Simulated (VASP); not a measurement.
# AlAs (I-4m2) in VASP: relaxation of the atoms with PBE

Aim: the relaxation of the atoms of AlAs with PBE.

Program: VASP 6.6.1. These are calculated values, not measurements. Logs are shortened: lines on timing, memory, paths and dates and some standing lists are left out, and cuts for length are marked.

## 1. The cell of the first run

Symmetry: I-4m2, No. 119, tetragonal system. The conventional cell has a = 4.003 Å, b = 4.003 Å, c = 5.604 Å, α = 90.00°, β = 90.00°, γ = 90.00°. Al (site symmetry -4m2) has 4 As at 2.44 Å within 3.2 Å. As (site symmetry -4m2) has 4 Al at 2.44 Å within 3.2 Å.

## 2. Relaxation of the atoms, PBE (z stretched by -1 %)

Contents of INCAR:

```
SYSTEM = AlAs
PREC = Accurate
ENCUT = 450
EDIFF = 1E-7
ISMEAR = -1
SIGMA = 0.02
LREAL = .False.
LASPH = .True.
NELM = 120
ALGO = Normal
ISIF = 2
LWAVE = .False.
LCHARG = .False.
GGA = PE
IBRION = 2
NSW = 80
EDIFFG = -0.02
GGA_COMPAT = .False.
NELMIN = 4
```

Contents of KPOINTS:

```
Automatic mesh
0
Gamma
  13 13 13
  0 0 0
```

Contents of POSCAR:

```
AlAs
1.0
    0.0000000000      2.8304000000      2.8020960000
    2.8304000000      0.0000000000      2.8020960000
    2.8304000000      2.8304000000      0.0000000000
Al As
1 1
Direct
    0.0000000000      0.0000000000      0.0000000000
    0.2500000000      0.2500000000      0.2500000000
```

Potentials or basis: VASP PAW PBE potentials, release 64 (Al, As).

Run with:

```sh
$ cat potpaw_PBE.64/Al/POTCAR potpaw_PBE.64/As/POTCAR > POTCAR
$ mpirun -np 1 vasp_std > vasp.out
```

OUTCAR:

```text
SYSTEM = AlAs
   PREC = Accurate
   ENCUT = 450
   EDIFF = 1E-7
   ISMEAR = -1
   LREAL = .False.
   LASPH = .True.
   NELM = 120
   ISIF = 2
   GGA = PE
   IBRION = 2
   NSW = 80
   EDIFFG = -0.02
   NELMIN = 4

 ion  position               nearest neighbor table
   1  0.000  0.000  0.000-   2 2.44   2 2.44   2 2.44   2 2.44
   2  0.250  0.250  0.250-   1 2.44   1 2.44   1 2.44   1 2.44

  LATTYP: Found a body centered tetragonal cell.
 ALAT       =     4.0027900669
 C/A-ratio  =     1.4000714267

  Lattice vectors:

 A1 = (   0.0000000000,  -2.8304000000,  -2.8020960000)
 A2 = (   0.0000000000,   2.8304000000,  -2.8020960000)
 A3 = (   2.8304000000,   0.0000000000,   2.8020960000)

Analysis of symmetry for initial positions (statically):
=====================================================================
 Subroutine PRICEL returns:
 Original cell was already a primitive cell.

 Routine SETGRP: Setting up the symmetry group for a
 body centered tetragonal supercell.

 Subroutine GETGRP returns: Found  8 space group operations
 (whereof  8 operations were pure point group operations)
 out of a pool of 16 trial point group operations.

The static configuration has the point symmetry D_2d.

Analysis of symmetry for dynamics (positions and initial velocities):
=====================================================================
 Subroutine PRICEL returns:
 Original cell was already a primitive cell.

 Routine SETGRP: Setting up the symmetry group for a
 body centered tetragonal supercell.

 Subroutine GETGRP returns: Found  8 space group operations
 (whereof  8 operations were pure point group operations)
 out of a pool of 16 trial point group operations.

The dynamic configuration has the point symmetry D_2d.

 Subroutine INISYM returns: Found  8 space group operations
 (whereof  8 operations are pure point group operations),
 and found     1 'primitive' translations

----------------------------------------------------------------------------------------

                                     Primitive cell

  volume of cell :      44.8961

  direct lattice vectors                    reciprocal lattice vectors
     0.000000000  2.830400000  2.802096000    -0.176653477  0.176653477  0.178437855
     2.830400000  0.000000000  2.802096000     0.176653477 -0.176653477  0.178437855
     2.830400000  2.830400000  0.000000000     0.176653477  0.176653477 -0.178437855

  length of vectors
[... 80 lines left out ...]
   ENCUT  =  450.0 eV  33.07 Ry    5.75 a.u.   6.89  6.89  6.92*2*pi/ulx,y,z
   NELM   =    120;   NELMIN=  4; NELMDL= -5     # of ELM steps
   EDIFF  = 0.1E-06   stopping-criterion for ELM
   LREAL  =      F    real-space projection
   EDIFFG = -.2E-01   stopping-criterion for IOM
   NSW    =     80    number of steps for IOM
   IBRION =      2    ionic relax: 0-MD 1-quasi-New 2-CG
   NFREE  =      1    steps in history (QN), initial steepest desc. (CG)
   ISIF   =      2    stress and relaxation
   ISYM   =      2    0-nonsym 1-usesym 2-fastsym
   POTIM  = 0.5000    time-step for ionic-motion
   TEBEG  =    0.0;   TEEND  =   0.0 temperature during run
   PSTRESS=    0.0 pullay stress
   NELECT =       8.0000    total number of electrons
   NUPDOWN=      -1.0000    fix difference up-down
   EMIN   =  10.00;   EMAX   =-10.00  energy-range for DOS
   EFERMI =   0.00;   METHOD = LEGACY
   ISMEAR =    -1;   SIGMA  =   0.02  broadening in eV -4-tet -1-fermi 0-gaus
   EFERMI_NEDOS =   21; number of points for ismear=-14 and -15
   IALGO  =     38    algorithm
   IMIX   =      4    mixing-type and parameters
     AMIX     =   0.40;   BMIX     =  1.00
     AMIX_MAG =   1.60;   BMIX_MAG =  1.00
  volume/ion in A,a.u.               =      22.45       151.49
  Fermi-wavevector in a.u.,A,eV,Ry     =   0.921231  1.740874 11.546813  0.848667
  Thomas-Fermi vector in A             =   2.046625
   LORBIT       =      0    0 simple, 1 ext, 2 COOP (PROOUT), +10 PAW based schemes
   GGA     = PE    functional components
   LHFCALC =     F    Hartree Fock is set to
   AEXX    =    0.0000 exact exchange contribution
   IVDW    =     0    specifies the selected vdW correction
   LEPSILON=     F    determine dielectric tensor
   LRPA    =     F    only Hartree local field effects (RPA)
 conjugate gradient relaxation of ions
 non-spin polarized calculation
  energy-cutoff  :      450.00
  volume of cell :       44.90
 maximum number of plane-waves:       986
   NGX = 13   NGY = 13   NGZ = 13

 number of electron       7.9999999 magnetization

 Free energy of the ion-electron system (eV)
  ---------------------------------------------------
  ext. energy  EPLUGINS =         0.00000000
  ---------------------------------------------------
  free energy    TOTEN  =        -9.36537878 eV

  energy without entropy =       -9.36537878  energy(sigma->0) =       -9.36537878

 E-fermi :   4.3819     XC(G=0):  -9.0815

 val. band max:        4.0071109450   @ k =   0.0000   0.0000   0.0000
 cond. band min:       5.3924759901   @ k =   0.4615   0.4615   0.0000
 fundamental gap:      1.3853650452
 Fermi energy:         4.3819375668

 k-point     1 :       0.0000    0.0000    0.0000
  band No.  band energies     occupation
      1      -7.9470      2.00000
      2       3.9584      2.00000
      3       3.9584      2.00000
      4       4.0071      2.00000
      5       6.1154      0.00000
      6       8.2695      0.00000
      7       8.2853      0.00000
      8       8.2853      0.00000
[... 243 lines left out ...]
 k-point    24 :       0.4615    0.1538    0.0000
  band No.  band energies     occupation
      1      -6.5050      2.00000
      2      -1.1663      2.00000
      3       2.1215      2.00000
      4       2.6787      2.00000
      5       6.9435      0.00000
      6       8.7335      0.00000
      7       9.6964      0.00000
      8      10.7337      0.00000

 [... further k-points ...]
[... 5 lines left out ...]
  --------------------------------------------------------------------------------------
  -------------------------------------------------------------------------------------
  Total        0.9507757      0.9507757      1.0976519      0.0000000     -0.0000000      0.0000000
  in kB       33.9296999     33.9296999     39.1711739      0.0000000     -0.0000000      0.0000000
  external PRESSURE =      35.6768579 kB  Pullay stress =       0.0000000 kB

 VOLUME and BASIS-vectors are now :
 -----------------------------------------------------------------------------
  energy-cutoff  :      450.00
  volume of cell :       44.90
      direct lattice vectors                 reciprocal lattice vectors
     0.000000000  2.830400000  2.802096000    -0.176653477  0.176653477  0.178437855
     2.830400000  0.000000000  2.802096000     0.176653477 -0.176653477  0.178437855
     2.830400000  2.830400000  0.000000000     0.176653477  0.176653477 -0.178437855

 POSITION                                       TOTAL-FORCE (eV/Angst)
 -----------------------------------------------------------------------------------
      0.00000      0.00000      0.00000        -0.000000     -0.000000      0.000000
      1.41520      1.41520      1.40105         0.000000      0.000000     -0.000000
 -----------------------------------------------------------------------------------
    total drift:                                0.000000      0.000000      0.000000

  FREE ENERGIE OF THE ION-ELECTRON SYSTEM (eV)
  ---------------------------------------------------
  free  energy   TOTEN  =        -9.3653787825 eV

  energy  without entropy=       -9.3653787825  energy(sigma->0) =       -9.36537878

 reached required accuracy - stopping structural energy minimisation
```

CONTCAR:

```text
AlAs
   1.00000000000000
     0.0000000000000000    2.8304000000000000    2.8020960000000001
     2.8304000000000000    0.0000000000000000    2.8020960000000001
     2.8304000000000000    2.8304000000000000    0.0000000000000000
  Al              As
     1     1
Direct
     0.0000000000000000    0.0000000000000000    0.0000000000000000
     0.2500000000000000    0.2500000000000000    0.2500000000000000

  0.00000000E+00  0.00000000E+00  0.00000000E+00
  0.00000000E+00  0.00000000E+00  0.00000000E+00
```

It took 29 s on 1 thread of Oxide Virtual Turin-like, shared host; peak memory 0.17 GiB.

Results:

```yaml
Free_energy: -9.3654 eV
Pressure_after_relaxing: 3.6 GPa
Band_gap_on_the_k_mesh: 1.39 eV (least direct gap 2.11 eV)
```

Stress tensor (GPa, compression positive):
```
3.39 0.00 0.00
0.00 3.39 0.00
0.00 0.00 3.92
```

Final structure:
```
Al As
1.0
     0.00000    2.83040    2.80210
     2.83040    0.00000    2.80210
     2.83040    2.83040    0.00000
Al As
1 1
Direct
  0.00000 0.00000 0.00000
  0.25000 0.25000 0.25000
```

Levels at points of the mesh, in eV from the valence-band top:
```
           k point  band 2  band 3  band 4  band 5  band 6  band 7
(0.00, 0.00, 0.00)   -0.05   -0.05    0.00    2.11    4.26    4.28
```

Caveat: the cell differs from its parent crystal (z stretched by -1 %). A k mesh can miss the band edges.
